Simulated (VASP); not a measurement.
# HfN (WC type) (P-6m2) in VASP: notebook, part 2 of 2

VASP 6.6.1. Earlier steps stand in the parts before.

### Step 4. Single point, PBE

This run uses another cell than the first one, of 12.12 Å³/atom.

Input file INCAR:

```
  PREC = Accurate
  ENCUT = 520
  EDIFF = 1E-6
  ISMEAR = -1
  SIGMA = 0.1
  LREAL = F
  LASPH = T
  NELM = 80
  ALGO = Normal
  ISIF = 2
  LWAVE = F
  LCHARG = F
  GGA = PE
  NBANDS = 14
```

Input file KPOINTS:

```
Automatic mesh
0
Gamma
  16 16 14
```

Input file POSCAR:

```
HfN
1.0
    3.1012930727      0.0000000000      0.0000000000
   -1.5506465364      2.6857985856      0.0000000000
    0.0000000000      0.0000000000      2.9110285588
Hf N
1 1
Direct
    0.0000000000      0.0000000000      0.0000000000
    0.3333333333      0.6666666667      0.5000000000
```

Potentials or basis: VASP PAW PBE potentials, release 64 (Hf_pv, N).

Started as:

```console
$ cat potpaw_PBE.64/Hf_pv/POTCAR potpaw_PBE.64/N/POTCAR > POTCAR
$ mpirun -np 1 vasp_std > vasp.out
```

OUTCAR:

```text
PREC = Accurate
   ENCUT = 520
   EDIFF = 1E-6
   ISMEAR = -1
   LREAL = F
   LASPH = T
   NELM = 80
   ISIF = 2
   GGA = PE

 ion  position               nearest neighbor table
   1  0.000  0.000  0.000-   2 2.31   2 2.31   2 2.31   2 2.31   2 2.31   2 2.31
   2  0.333  0.667  0.500-   1 2.31   1 2.31   1 2.31   1 2.31   1 2.31   1 2.31

  LATTYP: Found a hexagonal cell.
 ALAT       =     3.1012930727
 C/A-ratio  =     0.9386499407

  Lattice vectors:

 A1 = (   3.1012930727,   0.0000000000,   0.0000000000)
 A2 = (  -1.5506465364,   2.6857985856,   0.0000000000)
 A3 = (   0.0000000000,   0.0000000000,   2.9110285588)

Analysis of symmetry for initial positions (statically):
=====================================================================
 Subroutine PRICEL returns:
 Original cell was already a primitive cell.

 Routine SETGRP: Setting up the symmetry group for a
 hexagonal supercell.

 Subroutine GETGRP returns: Found 12 space group operations
 (whereof 12 operations were pure point group operations)
 out of a pool of 24 trial point group operations.

The static configuration has the point symmetry D_3h.

Analysis of symmetry for dynamics (positions and initial velocities):
=====================================================================
 Subroutine PRICEL returns:
 Original cell was already a primitive cell.

 Routine SETGRP: Setting up the symmetry group for a
 hexagonal supercell.

 Subroutine GETGRP returns: Found 12 space group operations
 (whereof 12 operations were pure point group operations)
 out of a pool of 24 trial point group operations.

The dynamic configuration has the point symmetry D_3h.

 Subroutine INISYM returns: Found 12 space group operations
 (whereof 12 operations are pure point group operations),
 and found     1 'primitive' translations

[... 117 lines left out ...]
  Thomas-Fermi vector in A             =   2.518427
   LORBIT       =      0    0 simple, 1 ext, 2 COOP (PROOUT), +10 PAW based schemes
   GGA     = PE    functional components
   LHFCALC =     F    Hartree Fock is set to
   AEXX    =    0.0000 exact exchange contribution
   IVDW    =     0    specifies the selected vdW correction
   LEPSILON=     F    determine dielectric tensor
   LRPA    =     F    only Hartree local field effects (RPA)
 non-spin polarized calculation
  energy-cutoff  :      520.00
  volume of cell :       24.25
 maximum number of plane-waves:       668
 NGX is ok and might be reduce to    24
   NGX = 11   NGY = 11   NGZ = 11

 number of electron      14.9999999 magnetization

 Free energy of the ion-electron system (eV)
  ---------------------------------------------------
  ext. energy  EPLUGINS =         0.00000000
  ---------------------------------------------------
  free energy    TOTEN  =       -20.99715163 eV

  energy without entropy =      -20.94930480  energy(sigma->0) =      -20.97322822

 E-fermi :   6.8250     XC(G=0): -12.4308

 val. band max:        6.8159171547   @ k =   0.1875   0.0000   0.2143
 cond. band min:       6.8322146465   @ k =   0.3125   0.0625   0.2857
 fundamental gap:      0.0162974919
 Fermi energy:         6.8250079436

 k-point     1 :       0.0000    0.0000    0.0000
  band No.  band energies     occupation
      1     -23.4541      2.00000
      2     -23.4541      2.00000
      3     -23.2503      2.00000
      4      -9.2506      2.00000
      5       3.4188      2.00000
      6       3.4188      2.00000
      7       4.5843      2.00000
      8       5.2249      2.00000
      9       8.8781      0.00000
     10      11.6639      0.00000
     11      11.6639      0.00000
     12      12.7466      0.00000
     13      12.7466      0.00000
     14      19.8435      0.00000
[... 377 lines left out ...]
      1     -24.1571      2.00000
      2     -23.7410      2.00000
      3     -23.1471      2.00000
      4      -7.5724      2.00000
      5       0.7554      2.00000
      6       3.5872      2.00000
      7       3.7694      2.00000
      8       6.4009      1.97162
      9       9.5275      0.00000
     10      11.0049      0.00000
     11      12.5327      0.00000
     12      14.5420      0.00000
     13      14.8300      0.00000
     14      19.8792      0.00000

 [... further k-points ...]
[... 5 lines left out ...]
  --------------------------------------------------------------------------------------
  -------------------------------------------------------------------------------------
  Total       -0.2697898     -0.2697898     -0.3451436      0.0000000     -0.0000000      0.0000000
  in kB      -17.8268006    -17.8268006    -22.8059261      0.0000000     -0.0000000      0.0000000
  external PRESSURE =     -19.4865091 kB  Pullay stress =       0.0000000 kB

 VOLUME and BASIS-vectors are now :
 -----------------------------------------------------------------------------
  energy-cutoff  :      520.00
  volume of cell :       24.25
      direct lattice vectors                 reciprocal lattice vectors
     3.101293073  0.000000000  0.000000000     0.322446146  0.186164369  0.000000000
    -1.550646536  2.685798586  0.000000000     0.000000000  0.372328739  0.000000000
     0.000000000  0.000000000  2.911028559     0.000000000  0.000000000  0.343521192

 POSITION                                       TOTAL-FORCE (eV/Angst)
 -----------------------------------------------------------------------------------
      0.00000      0.00000      0.00000         0.000000      0.000000      0.000000
     -0.00000      1.79053      1.45551        -0.000000      0.000000      0.000000
 -----------------------------------------------------------------------------------
    total drift:                                0.000000     -0.000000     -0.000000

  FREE ENERGIE OF THE ION-ELECTRON SYSTEM (eV)
  ---------------------------------------------------
  free  energy   TOTEN  =       -20.9971516340 eV

  energy  without entropy=      -20.9493048027  energy(sigma->0) =      -20.97322822
```

OSZICAR:

```text
N       E                     dE             d eps       ncg     rms          rms(c)
DAV:   1     0.399942268671E+02    0.39994E+02   -0.78280E+03  6728   0.101E+03
DAV:   2    -0.218489493562E+02   -0.61843E+02   -0.57889E+02  8886   0.236E+02
DAV:   3    -0.239404941641E+02   -0.20915E+01   -0.20826E+01  7902   0.359E+01
DAV:   4    -0.239493502313E+02   -0.88561E-02   -0.88548E-02  8016   0.272E+00
DAV:   5    -0.239494174411E+02   -0.67210E-04   -0.67209E-04  8034   0.201E-01    0.465E+01
DAV:   6    -0.211199392915E+02    0.28295E+01   -0.69319E+00  7602   0.214E+01    0.391E+01
DAV:   7    -0.210257253594E+02    0.94214E-01   -0.47032E-01  8718   0.619E+00    0.248E+01
DAV:   8    -0.210038627544E+02    0.21863E-01   -0.13663E-01  8940   0.307E+00    0.579E+00
DAV:   9    -0.209972322758E+02    0.66305E-02   -0.17788E-02  7392   0.104E+00    0.168E+00
DAV:  10    -0.209971977196E+02    0.34556E-04   -0.10519E-03  9186   0.309E-01    0.472E-01
DAV:  11    -0.209971510967E+02    0.46623E-04   -0.93180E-05  7764   0.963E-02    0.450E-02
DAV:  12    -0.209971516340E+02   -0.53737E-06   -0.71484E-06  8556   0.225E-02
   1 F= -.20997152E+02 E0= -.20973228E+02  d E =-.478468E-01
```

It took 49 s on 1 thread of Intel Xeon 8259CL, shared host; peak memory 0.21 GiB.

Results:

```yaml
Free_energy: -20.9972 eV
Pressure: -1.9 GPa
Band_gap_on_the_k_mesh: zero (an odd number of electrons rules out a gap without spin polarisation)
```

Stress tensor (GPa, compression positive):
```
-1.78  0.00  0.00
 0.00 -1.78  0.00
 0.00  0.00 -2.28
```

Levels at points of the mesh, in eV from the Fermi level:
```tsv
k point	band 4	band 5	band 6	band 7	band 8	band 9	band 10	band 11	band 12	band 13
(0.00, 0.00, 0.00)	-16.08	-3.41	-3.41	-2.24	-1.60	2.05	4.84	4.84	5.92	5.92
(0.50, 0.00, 0.00)	-14.19	-6.63	-3.28	-2.21	-1.72	4.82	5.03	6.42	6.54	7.70
(0.00, 0.00, 0.50)	-13.68	-7.68	-2.62	-2.62	1.54	1.54	3.84	4.39	4.39	7.99
(0.50, 0.00, 0.50)	-14.33	-5.72	-4.65	-4.26	0.74	4.99	6.59	7.91	7.96	10.96
```

Caveat: spin-orbit coupling is left out, which moves the levels of the heavy elements.
